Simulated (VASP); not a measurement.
A run of VASP 6.6.1:

Contents of INCAR:

```
SYSTEM = Tl
PREC     = Accurate       ! precision mode
ENCUT    = 520            ! plane-wave cutoff, eV
EDIFF    = 1E-7           ! SCF threshold, eV
ISMEAR   = -1             ! smearing method
SIGMA    = 0.1            ! smearing width, eV
LREAL    = .FALSE.        ! projectors in reciprocal space
LASPH    = .TRUE.         ! aspherical terms in the spheres
NELM     = 100            ! most SCF steps
ALGO     = Normal         ! electronic algorithm
ISIF     = 2              ! what is computed and relaxed
LWAVE    = .FALSE.        ! write WAVECAR
LCHARG   = .FALSE.        ! write CHGCAR
GGA      = PS             ! functional
NBANDS   = 20             ! bands
```

Contents of KPOINTS:

```
regular mesh
0
G
  9 9 9
  0 0 0
```

The input POSCAR:

```
Tl
1.0
    0.0000000000      3.3464435344      3.3464435344
    3.3464435344      0.0000000000      3.3464435344
    3.3464435344      3.3464435344      0.0000000000
Tl
2
Direct
    0.1250000000      0.1250000000      0.1250000000
    0.8750000000      0.8750000000      0.8750000000
```

Potentials or basis: VASP PAW PBE potentials, release 64 (Tl_d).

Command:

```console
$ cat potpaw_PBE.64/Tl_d/POTCAR > POTCAR
$ mpirun -np 1 vasp_std > vasp.out
```

Hardware: 1 thread of AMD EPYC 7R13 Processor (Zen 3), with other jobs on the host.

Q: Estimate the wall time of this run.

A: Wall time 98 s on 1 thread of AMD EPYC 7R13 Processor (Zen 3), with other jobs on the host, peak memory 0.18 GiB. Counts: scf iterations 12, k points 35.
